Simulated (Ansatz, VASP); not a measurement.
## TaN in VASP and in Ansatz

```
Ta N
1.0
     0.00000    2.20863    2.20863
     2.20863    0.00000    2.20863
     2.20863    2.20863    0.00000
Ta N
1 1
Direct
  0.00000 0.00000 0.00000
  0.50000 0.50000 0.50000
```

Alike in both runs: functional PBE; k mesh 16 × 16 × 16; occupations gaussian, width 0.1 eV; no spin polarisation.

Ansatz relaxed the structure, and its values are those at the end. VASP's run is a single point on that final structure, the one shown.

|  | VASP | Ansatz |
| --- | --- | --- |
| version | VASP 6.6.1 | Ansatz 0.2.0 |
| potentials or method | VASP PAW PBE potentials, release 64 (Ta_pv, N), cutoff 520 eV | scalar-relativistic, plane waves, PAW |
| valence electrons in the cell | 16 | 18 |

```csv
,VASP,Ansatz,Ansatz less VASP
gap on the k mesh at the Fermi level (eV),none,none,-
pressure (GPa),0.8,0.0,-0.78
```

A gap of «none» marks a metal or a gap that the smearing closes. VASP's potentials hold 16 valence electrons a cell and Ansatz's 18, so a difference there can come from the potentials and not from the codes.

Neither program's run includes spin-orbit coupling.
